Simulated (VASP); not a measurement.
# NiO: single point with r2SCAN

NiO:

```
Ni O
1.0
     2.58744    0.00000    0.00000
     0.00000    2.58744    0.00000
     0.00000    0.00000    2.58744
Ni O
1 1
Cartesian
  0.0000 0.0000 0.0000
  1.2937 1.2937 1.2937
```

* Program: VASP 6.6.1
* Task: single point
* Functional: r2SCAN
* Potentials or basis: VASP PAW PBE potentials, release 64 (Ni, O)
* Cutoff: 520 eV
* k mesh: 6 × 6 × 6
* Occupations: gaussian, width 0.1 eV
* Spin: collinear spin, ferromagnetic start
* Starting moments: [1.67, 0.56] μB

```
Pressure                                              : 0.2 GPa
Band gap on the k mesh                                : zero (filled and empty bands overlap)
Net moment                                            : 2.00 μB per cell
Site moments                                          : Ni +1.48; O +0.49 μB
Valence electrons inside the program's atomic spheres : Ni 8.93; O 4.96
```

Levels at points of the mesh, in eV from the Fermi level:
Spin up:
```csv
k point,band 5,band 6,band 7,band 8,band 9,band 10,band 11,band 12,band 13,band 14
"(0.00, 0.00, 0.00)",-3.06,-3.06,-2.86,-2.86,-2.86,1.28,16.48,16.48,21.36,21.36
"(0.50, 0.00, 0.00)",-3.83,-2.79,-1.71,-0.62,-0.62,7.12,8.67,17.93,18.82,18.82
"(0.50, 0.50, 0.00)",-3.38,-3.36,-3.36,-2.11,-1.68,6.04,12.24,12.24,17.99,25.84
"(0.50, 0.50, 0.50)",-1.64,-1.64,-0.71,-0.71,-0.71,7.59,7.59,7.59,15.06,23.45
```
Spin down:
| k point | band 3 | band 4 | band 5 | band 6 | band 7 | band 8 | band 9 | band 10 | band 11 | band 12 |
| --- | --- | --- | --- | --- | --- | --- | --- | --- | --- | --- |
| (0.00, 0.00, 0.00) | -3.29 | -1.92 | -1.92 | -1.92 | 0.08 | 0.08 | 0.08 | 1.85 | 16.77 | 16.77 |
| (0.50, 0.00, 0.00) | -3.00 | -3.00 | -2.95 | -0.58 | 0.17 | 1.68 | 1.68 | 7.46 | 9.72 | 18.11 |
| (0.50, 0.50, 0.00) | -5.84 | -2.89 | -0.83 | -0.65 | -0.56 | -0.56 | -0.56 | 6.55 | 12.92 | 12.92 |
| (0.50, 0.50, 0.50) | -6.25 | -6.25 | -0.52 | -0.52 | 1.88 | 1.88 | 1.88 | 7.64 | 7.64 | 7.64 |

It took 56 s on 1 thread of Intel Xeon 8259CL, with other jobs on the host, peak memory 0.14 GiB.

Caveat: the k points lie up to 0.40 Å⁻¹ apart, too coarse for converged energies and pressures of a metal; the PAW data sets were made with another functional, which shifts forces and pressure a little; a cell with one magnetic atom can't hold antiferromagnetic order, which such compounds often take; semilocal functionals often make such compounds metallic where correlation or magnetic order opens a gap, which also shifts bond lengths. With open d or f shells a metallic result of r2SCAN can be an artefact of self-interaction; +U or a hybrid may open a gap.
